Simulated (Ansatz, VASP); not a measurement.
## One calculation of Ni, two programs

```
Ni
1.0
     0.00000    1.75870    1.75870
     1.75870    0.00000    1.75870
     1.75870    1.75870    0.00000
Ni
1
Direct
  0.50000 0.50000 0.50000
```

Alike in both runs: task relaxation of cell and atoms; functional PBE; k mesh 20 × 20 × 20; occupations gaussian, width 0.1 eV; collinear spin.

|  | VASP | Ansatz |
| --- | --- | --- |
| version | VASP 6.6.1 | Ansatz 0.2.0 |
| potentials or method | VASP PAW PBE potentials, release 64 (Ni), cutoff 600 eV | scalar-relativistic, plane waves, PAW |
| valence electrons in the cell | 10 | 18 |

|  | VASP | Ansatz | Ansatz less VASP |
| --- | --- | --- | --- |
| gap on the k mesh at the Fermi level, each at its own relaxed structure (eV) | none | none | - |
| net moment per atom (μB) | 0.63 | 0.64 | +0.010 |
| size of the moment on the site where the two differ most (μB) | 0.64 | 0.68 | +0.037 |
| relaxed volume (Å³/atom) | 10.88 | 10.89 | +0.011 |
| relaxed cell length with the largest relative difference (Å) | 2.487 | 2.488 | +0.0008 |

Site moments also hang on the region over which each program counts them. A gap of «none» marks a metal or a gap that the smearing closes. VASP's potentials hold 10 valence electrons a cell and Ansatz's 18, so a difference there can come from the potentials and not from the codes.

Noted on VASP's run: the relaxation stopped at its first step, so nothing moved.
